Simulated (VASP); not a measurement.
Input of a VASP 6.6.1 run:

POSCAR

```
C
1.0
    2.4701026586      0.0000000000      0.0000000000
   -1.2350513293      2.1391716523      0.0000000000
    0.0000000000      0.0000000000      7.0826262972
C
4
Direct
    0.0000000000      0.0000000000      0.2500000000
    0.0000000000      0.0000000000      0.7500000000
    0.3333333333      0.6666666667      0.2500000000
    0.6666666667      0.3333333333      0.7500000000
```

Contents of INCAR.step1:

```
SYSTEM = C
  ALGO = Normal
  EDIFF = 1E-4
  ENCUT = 600
  GGA = PE
  ISMEAR = 0
  LASPH = .True.
  LCHARG = .False.
  LREAL = .False.
  LWAVE = .True.
  NELM = 80
  PREC = Accurate
  SIGMA = 0.05
```

INCAR.step2

```
SYSTEM = C
  ALGO = Normal
  EDIFF = 1E-6
  EDIFFG = -0.01
  ENCUT = 600
  IBRION = 2
  ISIF = 4
  ISMEAR = 0
  ISTART = 1
  LASPH = .True.
  LCHARG = .False.
  LMIXTAU = .True.
  LREAL = .False.
  LWAVE = .False.
  METAGGA = R2SCAN
  NELM = 80
  NSW = 60
  PREC = Accurate
  SIGMA = 0.05
```

KPOINTS

```
k-points
0
Gamma
  10 10 4
  0 0 0
```

Potentials or basis: VASP PAW PBE potentials, release 64 (C).

Command:

```sh
$ cat potpaw_PBE.64/C/POTCAR > POTCAR
$ cp INCAR.step1 INCAR
$ mpirun -np 1 vasp_std > vasp.out
$ cp INCAR.step2 INCAR
$ mpirun -np 1 vasp_std > vasp.out
```

Problem. Predict the band gap on the k mesh.

Solution. 1.58 eV, direct.

Final structure:
```
CELL_PARAMETERS angstrom
2.45784 0.00000 0.00000
-1.22892 2.12855 0.00000
0.00000 0.00000 7.15350
ATOMIC_POSITIONS crystal
C 0.00000 0.00000 0.25000
C 0.00000 0.00000 0.75000
C 0.33333 0.66667 0.25000
C 0.66667 0.33333 0.75000
```

 A k mesh can miss the band edges.
